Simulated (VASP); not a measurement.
A run of VASP 6.6.1 is set up as follows.

The input INCAR:

```
SYSTEM = BeAl15N16
  ALGO = Normal
  EDIFF = 1E-6
  ENCUT = 520
  GGA = PE
  ISIF = 2
  ISMEAR = -1
  LASPH = .TRUE.
  LCHARG = .FALSE.
  LREAL = Auto
  LWAVE = .FALSE.
  NBANDS = 86
  NELECT = 126.0
  NELM = 60
  PREC = Accurate
  SIGMA = 0.01
```

Contents of KPOINTS:

```
Automatic mesh
0
Gamma
  2 2 2
  0.5 0.5 0.5
```

POSCAR

```
BeAl15N16
1.0
    6.2595139128      0.0000000578      0.0000000000
   -3.1297570064      5.4208980350      0.0000000000
    0.0000000000      0.0000000000     10.0348065929
Al Be N
15 1 16
Direct
    0.3317205969      0.1674532423      0.2530806110
    0.3368450037      0.1635657403      0.7462191759
    0.1658208343      0.3342508959      0.9996845755
    0.3335815137      0.6647603777      0.2527004210
    0.1653740154      0.8331862013      0.4997649718
    0.3377443013      0.6700802365      0.7477476451
    0.1652757954      0.8319021226      1.0002916940
    0.8355739857      0.1673820984      0.2541354017
    0.6704954604      0.3378433089      0.4995509734
    0.8304125090      0.1636256031      0.7464181361
    0.6655888605      0.3344357485      1.0004741254
    0.8337524301      0.6680118491      0.2517382399
    0.6694840859      0.8359825309      0.5005271585
    0.8343558808      0.6664419700      0.7505484645
    0.6659061194      0.8331870169      1.0008191947
    0.1679636840      0.3328612356      0.4772536606
    0.3288709450      0.1769904939      0.4467079325
    0.1687073574      0.3327012544      0.1908905824
    0.3305876786      0.1683250223      0.9403098264
    0.1700021534      0.3316199450      0.6997181821
    0.3271654739      0.6584949827      0.4456978793
    0.1701579391      0.8337654821      0.1925245797
    0.3314968353      0.6682340989      0.9403479261
    0.1692432107      0.8311641061      0.6910874591
    0.8476494717      0.1780817976      0.4457511451
    0.6681750584      0.3317247775      0.1933654448
    0.8321591400      0.1695863976      0.9403471299
    0.6701625810      0.3329338992      0.6911583186
    0.8337972907      0.6709134671      0.4409901398
    0.6687495221      0.8337513670      0.1917854822
    0.8317402005      0.6682250147      0.9418474972
    0.6701305094      0.8316943364      0.6914389761
```

Potentials or basis: VASP PAW PBE potentials, release 64 (Al, Be, N).

Run with:

```console
$ cat potpaw_PBE.64/Al/POTCAR potpaw_PBE.64/Be/POTCAR potpaw_PBE.64/N/POTCAR > POTCAR
$ mpirun -np 1 vasp_std > vasp.out
```

(1) Predict the largest force.

Answers

(1) 0.323 eV/Å.

Caveat: the k points lie up to 0.58 Å⁻¹ apart; the cell carries a net charge on a neutralising background, which shifts energy and pressure.
